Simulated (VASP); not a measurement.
CoSi2, 3 atoms in the cell. It takes space group Fm-3m (No. 225, cubic). Conventional cell: a = 5.431 Å, b = 5.431 Å, c = 5.431 Å, α = 90.00°, β = 90.00°, γ = 90.00°. Co (site symmetry m-3m) has 8 Si at 2.35 Å within 3.1 Å. Si (site symmetry -43m) has 4 Co at 2.35 Å and 6 Si at 2.72 Å within 3.1 Å. 

```yaml
Program: VASP 6.6.1
Task: single point
Functional: PBE
Potentials_or_basis: VASP PAW PBE potentials, release 64 (Co, Si)
Cutoff: 520 eV
k_mesh: 14 × 14 × 14
Occupations: gaussian, width 0.15 eV
Spin: collinear spin, ferromagnetic start
Starting_moments: "[0.275, 0.0, 0.0] μB"
Fixed_moment: 0.275 μB
Dipole_correction: no
Further_INCAR_settings: ALGO = Normal; EDIFF = 1e-06; NBANDS = 20
```

Potentials or basis: VASP PAW PBE potentials, release 64 (Co, Si).

Launch:

```bash
$ cat potpaw_PBE.64/Co/POTCAR potpaw_PBE.64/Si/POTCAR > POTCAR
$ mpirun -np 1 vasp_std > vasp.out
```

Hardware: 1 thread of AMD EPYC 7R13, on a shared host.

Task: Estimate the wall time of this run.

Result: Wall time 5.3 min on 1 thread of AMD EPYC 7R13, on a shared host, peak memory 0.24 GiB. Counts: scf iterations 14, k points 104.
